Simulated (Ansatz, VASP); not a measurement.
# Two plane-wave programs on Cu

```
Cu
1.0
    -1.45507    1.45507    1.45507
     1.45507   -1.45507    1.45507
     1.45507    1.45507   -1.45507
Cu
1
Direct
  0.00000 0.00000 0.00000
```

Alike in both runs: functional revPBE; k mesh 15 × 15 × 15; occupations fermi-dirac, width 0.1 eV; no spin polarisation.

Ansatz relaxed the structure, and its values are those at the end. VASP's run is a single point on that final structure, the one shown.

|  | VASP | Ansatz |
| --- | --- | --- |
| version | VASP 6.6.1 | Ansatz 0.2.0 |
| potentials or method | VASP PAW PBE potentials, release 64 (Cu), cutoff 520 eV | plane waves (420 eV) with PAW, scalar-relativistic |
| valence electrons in the cell | 11 | 19 |

Ansatz gave:

* pressure (GPa): 0.0

Estimate VASP's values.

pressure (GPa): 0.5.

VASP's potentials were made for PBE, not for revPBE. VASP's potentials hold 11 valence electrons a cell and Ansatz's 19, so a difference there can come from the potentials and not from the codes.
